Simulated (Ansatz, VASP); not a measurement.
# SiC8: VASP beside Ansatz

```
CELL_PARAMETERS angstrom
4.93130 0.00000 0.00000
-2.46565 4.27064 0.00000
0.00000 0.00000 17.40003
ATOMIC_POSITIONS crystal
C 0.33333 0.16667 0.22989
C 0.33333 0.66667 0.22989
C 0.83333 0.16667 0.22989
C 0.83333 0.66667 0.22989
C 0.16667 0.33333 0.22988
C 0.16667 0.83333 0.22988
C 0.66667 0.33333 0.22988
C 0.66667 0.83333 0.22988
Si 0.33333 0.16667 0.39081
```

Alike in both runs: task single point; functional PBE; dispersion D3(BJ); k mesh 6 × 6 × 1; occupations gaussian, width 0.1 eV; collinear spin.

|  | VASP | Ansatz |
| --- | --- | --- |
| version | VASP 6.6.1 | Ansatz 0.2.0 |
| potentials or method | VASP PAW PBE potentials, release 64 (C, Si), cutoff 520 eV | scalar-relativistic, plane waves, PAW |
| valence electrons in the cell | 36 | 36 |

|  | VASP | Ansatz | Ansatz less VASP |
| --- | --- | --- | --- |
| gap on the k mesh at the Fermi level (eV) | none | none | - |
| rms of the force components (eV/Å) | 0.190 | 0.189 | -0.0007 |
| net moment per atom (μB) | 0.21 | 0.21 | 0.000 |
| size of the moment on the site where the two differ most (μB) | 0.52 | 0.81 | +0.285 |

Site moments also hang on the region over which each program counts them. Atom by atom the forces differ by 0.002 eV/Å (rms over components). A gap of «none» marks a metal or a gap that the smearing closes.
